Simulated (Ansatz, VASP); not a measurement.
## Two plane-wave programs on SnSe

```
Sn Se
1.0
    12.14799    0.00000    0.00000
     0.00000    4.20701    0.00000
     0.00000    0.00000    4.56710
Sn Se
4 4
Direct
  0.12148 0.25000 0.11646
  0.87852 0.75000 0.88354
  0.37852 0.75000 0.61646
  0.62148 0.25000 0.38354
  0.85488 0.25000 0.47633
  0.14512 0.75000 0.52367
  0.64512 0.75000 0.97633
  0.35488 0.25000 0.02367
```

Change from the starting cell: strain +0.0300 x Voigt [1, 0, 0, 0, 0, 0], atoms carried along.

Alike in both runs: task single point; functional PBE; k mesh 4 × 6 × 6; occupations gaussian, width 0.05 eV; no spin polarisation.

```csv
,VASP,Ansatz
version,VASP 6.6.1,Ansatz 0.2.0
potentials or method,"VASP PAW PBE potentials, release 64 (Sn_d, Se), cutoff 520 eV","scalar-relativistic, plane waves, PAW"
valence electrons in the cell,80,120
```

|  | VASP | Ansatz | Ansatz less VASP |
| --- | --- | --- | --- |
| gap on the k mesh at the Fermi level (eV) | 0.67 | 0.67 | +0.003 |
| least direct gap on the mesh (eV) | 0.92 | 0.93 | +0.008 |
| pressure (GPa) | -1.2 | -1.2 | -0.02 |
| traceless stress, the component that is largest in VASP (GPa) | -1.37 | -1.37 | +0.001 |
| rms of the force components (eV/Å) | 0.116 | 0.120 | +0.0044 |

Atom by atom the forces differ by 0.007 eV/Å (rms over components). VASP's potentials hold 80 valence electrons a cell and Ansatz's 120, so a difference there can come from the potentials and not from the codes.
